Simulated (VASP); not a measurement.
**MnS: single point with PBE**

Crystal: MnS.

```
Mn S
1.0
     0.00000    2.60450    2.60450
     2.60450    0.00000    2.60450
     2.60450    2.60450    0.00000
Mn S
1 1
Direct
  0.00000 0.00000 0.00000
  0.50000 0.50000 0.50000
```

```json
{
  "Program": "VASP 6.6.1",
  "Task": "single point",
  "Functional": "PBE",
  "Potentials or basis": "VASP PAW PBE potentials, release 64 (Mn_pv, S)",
  "Cutoff": "520 eV",
  "k mesh": "9 × 9 × 9",
  "Occupations": "gaussian, width 0.022 eV",
  "Spin": "collinear spin, ferromagnetic start",
  "Starting moments": "[4.0, 0.0] μB"
}
```

The pressure is -2.9 GPa, the net moment is 4.72 μB per cell and the site moments are Mn +4.26; S +0.11 μB. The valence electrons inside the program's atomic spheres are Mn 11.30; S 3.73.

Levels at points of the mesh, in eV from the Fermi level:
Spin up:
```tsv
k point	band 8	band 9	band 10	band 11	band 12	band 13	band 14	band 15	band 16	band 17
(0.00, 0.00, 0.00)	-3.28	-3.28	-1.86	-1.86	-1.86	1.72	8.61	8.61	8.61	10.63
```
Spin down:
| k point | band 3 | band 4 | band 5 | band 6 | band 7 | band 8 | band 9 | band 10 | band 11 | band 12 |
| --- | --- | --- | --- | --- | --- | --- | --- | --- | --- | --- |
| (0.00, 0.00, 0.00) | -46.16 | -14.27 | -1.64 | -1.64 | -1.64 | 0.32 | 0.32 | 0.32 | 0.37 | 0.37 |

Wall time 23 s on 1 thread of Intel(R) Xeon(R) 6975P-C (Granite Rapids) (shared host), peak memory 0.19 GiB.

Caveat: a cell with one magnetic atom can't hold antiferromagnetic order, which such compounds often take; semilocal functionals often make such compounds metallic where correlation or magnetic order opens a gap, which also shifts bond lengths. With open d or f shells a metallic result of PBE can be an artefact of self-interaction; +U or a hybrid may open a gap.
